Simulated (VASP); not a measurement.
# Ta (Im-3m) in VASP: notebook, part 2 of 2

VASP 6.6.1.

## (3) Single point, PBE

The input, INCAR:

```
SYSTEM = Ta
PREC = Accurate ; ENCUT = 520
EDIFF = 1E-7 ; ISMEAR = 0
SIGMA = 0.018000000000000002 ; LREAL = .FALSE.
LASPH = .TRUE. ; NELM = 100
ALGO = Fast ; ISIF = 2
LWAVE = .FALSE. ; LCHARG = .FALSE.
GGA = PE ; NBANDS = 12
```

The input, KPOINTS:

```
Automatic mesh
0
G
  11 11 11
  0 0 0
```

The input, POSCAR:

```
Ta
1.0
   -1.6512800000      1.6512800000      1.6512800000
    1.6512800000     -1.6512800000      1.6512800000
    1.6512800000      1.6512800000     -1.6512800000
Ta
1
Direct
    0.0000000000      0.0000000000      0.0000000000
```

Potentials or basis: VASP PAW PBE potentials, release 64 (Ta_pv).

Started as:

```bash
> cat potpaw_PBE.64/Ta_pv/POTCAR > POTCAR
> mpirun -np 1 vasp_std > vasp.out
```

OUTCAR:

```text
SYSTEM = Ta
   PREC = Accurate
   ENCUT = 520
   EDIFF = 1E-7
   ISMEAR = 0
   LREAL = .FALSE.
   LASPH = .TRUE.
   NELM = 100
   ISIF = 2
   GGA = PE

 ion  position               nearest neighbor table
   1  0.000  0.000  0.000-

  LATTYP: Found a body centered cubic cell.
 ALAT       =     3.3025600000

  Lattice vectors:

 A1 = (  -1.6512800000,   1.6512800000,   1.6512800000)
 A2 = (   1.6512800000,  -1.6512800000,   1.6512800000)
 A3 = (   1.6512800000,   1.6512800000,  -1.6512800000)

Analysis of symmetry for initial positions (statically):
=====================================================================
 Subroutine PRICEL returns:
 Original cell was already a primitive cell.

 Routine SETGRP: Setting up the symmetry group for a
 body centered cubic supercell.

 Subroutine GETGRP returns: Found 48 space group operations
 (whereof 48 operations were pure point group operations)
 out of a pool of 48 trial point group operations.

The static configuration has the point symmetry O_h .

Analysis of symmetry for dynamics (positions and initial velocities):
=====================================================================
 Subroutine PRICEL returns:
 Original cell was already a primitive cell.

 Routine SETGRP: Setting up the symmetry group for a
 body centered cubic supercell.

 Subroutine GETGRP returns: Found 48 space group operations
 (whereof 48 operations were pure point group operations)
 out of a pool of 48 trial point group operations.

The dynamic configuration has the point symmetry O_h .

 Subroutine INISYM returns: Found 48 space group operations
 (whereof 48 operations are pure point group operations),
 and found     1 'primitive' translations

----------------------------------------------------------------------------------------

                                     Primitive cell

[... 109 lines left out ...]
  volume/ion in A,a.u.               =      18.01       121.54
  Fermi-wavevector in a.u.,A,eV,Ry     =   1.388988  2.624806 26.249534  1.929286
  Thomas-Fermi vector in A             =   2.513061
   LORBIT       =      0    0 simple, 1 ext, 2 COOP (PROOUT), +10 PAW based schemes
   GGA     = PE    functional components
   LHFCALC =     F    Hartree Fock is set to
   AEXX    =    0.0000 exact exchange contribution
   IVDW    =     0    specifies the selected vdW correction
   LEPSILON=     F    determine dielectric tensor
   LRPA    =     F    only Hartree local field effects (RPA)
 non-spin polarized calculation
 RMM-DIIS sequential band-by-band and
 Gauss-broadening in eV      SIGMA  =   0.02
  energy-cutoff  :      520.00
  volume of cell :       18.01
 maximum number of plane-waves:       494
 NGX is ok and might be reduce to    24
   NGX = 11   NGY = 11   NGZ = 11

 number of electron      11.0000002 magnetization

 Free energy of the ion-electron system (eV)
  ---------------------------------------------------
  ext. energy  EPLUGINS =         0.00000000
  ---------------------------------------------------
  free energy    TOTEN  =       -11.81529083 eV

  energy without entropy =      -11.81522743  energy(sigma->0) =      -11.81525913

 E-fermi :   5.4458     XC(G=0): -12.6163

 val. band max:        5.4263511136   @ k =   0.1818   0.0000   0.0000
 cond. band min:       5.5131927545   @ k =   0.3636   0.1818   0.0909
 fundamental gap:      0.0868416409
 Fermi energy:         5.4458272994

 k-point     1 :       0.0000    0.0000    0.0000
  band No.  band energies     occupation
      1     -27.5734      2.00000
      2     -27.5734      2.00000
      3     -27.5734      2.00000
      4      -2.4301      2.00000
      5       6.2278      0.00000
      6       6.2278      0.00000
      7       6.2278      0.00000
      8       9.5001      0.00000
      9       9.5001      0.00000
     10      20.4970      0.00000
     11      20.4970      0.00000
     12      20.4970      0.00000
[... 331 lines left out ...]
 k-point    24 :       0.3636    0.1818    0.0909
  band No.  band energies     occupation
      1     -28.5419      2.00000
      2     -28.1078      2.00000
      3     -27.7661      2.00000
      4       2.6600      2.00000
      5       3.9069      2.00000
      6       5.5132      0.00000
      7       9.9272      0.00000
      8      10.5009      0.00000
      9      14.5988      0.00000
     10      15.6150      0.00000
     11      18.8923      0.00000
     12      20.5843      0.00000

 [... further k-points ...]
[... 5 lines left out ...]
  --------------------------------------------------------------------------------------
  -------------------------------------------------------------------------------------
  Total        0.2529536      0.2529536      0.2529536      0.0000000     -0.0000000     -0.0000000
  in kB       22.5024190     22.5024190     22.5024190      0.0000000     -0.0000000     -0.0000000
  external PRESSURE =      22.5024190 kB  Pullay stress =       0.0000000 kB

 VOLUME and BASIS-vectors are now :
 -----------------------------------------------------------------------------
  energy-cutoff  :      520.00
  volume of cell :       18.01
      direct lattice vectors                 reciprocal lattice vectors
    -1.651280000  1.651280000  1.651280000     0.000000000  0.302795407  0.302795407
     1.651280000 -1.651280000  1.651280000     0.302795407  0.000000000  0.302795407
     1.651280000  1.651280000 -1.651280000     0.302795407  0.302795407  0.000000000

 POSITION                                       TOTAL-FORCE (eV/Angst)
 -----------------------------------------------------------------------------------
      0.00000      0.00000      0.00000         0.000000     -0.000000      0.000000
 -----------------------------------------------------------------------------------
    total drift:                                0.000000     -0.000000      0.000000

  FREE ENERGIE OF THE ION-ELECTRON SYSTEM (eV)
  ---------------------------------------------------
  free  energy   TOTEN  =       -11.8152908268 eV

  energy  without entropy=      -11.8152274262  energy(sigma->0) =      -11.81525913
```

stdout:

```text
POSCAR found type information on POSCAR Ta
 POSCAR found :  1 types and       1 ions
 scaLAPACK will be used
 LDA part: xc-table for (Slater+PW92), standard interpolation
 POSCAR, INCAR and KPOINTS ok, starting setup
 FFT: planning ... GRIDC
 FFT: planning ... GRID_SOFT
 FFT: planning ... GRID
 WAVECAR not read
 entering main loop
WARNING in EDDRMM: call to ZHEGV failed, returncode =   6  3     12
WARNING in EDDRMM: call to ZHEGV failed, returncode =   6  3     12
```

Wall time 10 s (1 thread of AMD EPYC 9R45 (Zen 5), shared host); peak memory 0.11 GiB.

What came out:

```yaml
Free_energy: -11.8153 eV
Pressure: 2.3 GPa
```

Caveat: spin-orbit coupling is left out, which moves the levels of the heavy elements.

## (4) Single point, PBE

The input, INCAR:

```
SYSTEM = Ta
PREC = Accurate
ENCUT = 520
EDIFF = 1E-6
ISMEAR = 0
SIGMA = 0.015
LREAL = .FALSE.
LASPH = .TRUE.
NELM = 80
ALGO = Fast
ISIF = 2
LWAVE = .FALSE.
LCHARG = .TRUE.
GGA = PE
LELF = .TRUE.
LVHAR = .TRUE.
NBANDS = 12
```

The input, KPOINTS:

```
regular mesh
0
G
  11 11 11
  0 0 0
```

POSCAR is that of step 3.

Started as:

```bash
> cat potpaw_PBE.64/Ta_pv/POTCAR > POTCAR
> mpirun -np 1 vasp_std > vasp.out
```

It took 9 s on 1 thread of AMD EPYC 9R45 (Zen 5), shared host; peak memory 0.11 GiB.

The run converged. Its results:

```
Free energy : -11.8153 eV
Pressure    : 2.2 GPa
```

Levels at points of the mesh, in eV from the Fermi level:
| k point | band 2 | band 3 | band 4 | band 5 | band 6 | band 7 | band 8 | band 9 |
| --- | --- | --- | --- | --- | --- | --- | --- | --- |
| (0.00, 0.00, 0.00) | -33.02 | -33.02 | -7.87 | 0.79 | 0.79 | 0.79 | 4.06 | 4.06 |

Caveat: spin-orbit coupling is left out, which moves the levels of the heavy elements.

## (5) Single point, PBE

The input, INCAR:

```
SYSTEM = Ta
  PREC = Accurate
  ENCUT = 520
  EDIFF = 1E-6
  ISMEAR = 0
  SIGMA = 0.019000000000000003
  LREAL = .False.
  LASPH = .True.
  NELM = 100
  ALGO = Fast
  ISIF = 2
  LWAVE = .False.
  LCHARG = .True.
  GGA = PE
  LELF = .True.
  LVHAR = .True.
  NBANDS = 12
```

The input, KPOINTS:

```
Automatic mesh
0
Gamma
  11 11 11
  0 0 0
```

POSCAR is that of step 4.

Started as:

```bash
> cat potpaw_PBE.64/Ta_pv/POTCAR > POTCAR
> mpirun -np 1 vasp_std > vasp.out
```

Run time: 8.8 s. Hardware: 1 thread of AMD EPYC 9R45 (Zen 5), shared host; peak memory 0.11 GiB.

Results (log left out):

```
Free energy : -11.8153 eV
Pressure    : 2.2 GPa
```

Levels at points of the mesh, in eV from the Fermi level:
| k point | band 1 | band 2 | band 3 | band 4 | band 5 | band 6 | band 7 | band 8 | band 9 | band 10 |
| --- | --- | --- | --- | --- | --- | --- | --- | --- | --- | --- |
| (0.00, 0.00, 0.00) | -33.02 | -33.02 | -33.02 | -7.88 | 0.78 | 0.78 | 0.78 | 4.05 | 4.05 | 15.05 |

Caveat: spin-orbit coupling is left out, which moves the levels of the heavy elements.

## (6) The runs side by side

| k mesh | smearing | gap on the mesh (eV) | pressure (GPa) |
| --- | --- | --- | --- |
| 6 × 6 × 6 | fermi-dirac 0.04 eV | none | 5.6 |
| 11 × 11 × 11 | gaussian 0.018 eV | none | 2.3 |
| 11 × 11 × 11 | gaussian 0.015 eV | none | 2.2 |
| 11 × 11 × 11 | gaussian 0.019 eV | none | 2.2 |

Alike in all rows: task single point; level PBE; potentials or basis VASP PAW PBE potentials, release 64 (Ta_pv); no spin polarisation; cell as given; cutoff (eV) 520.

Caveats: some runs use coarse meshes; spin-orbit coupling is left out, which moves the levels of the heavy elements.

Absolute energies hang on the potentials; compare differences alone.
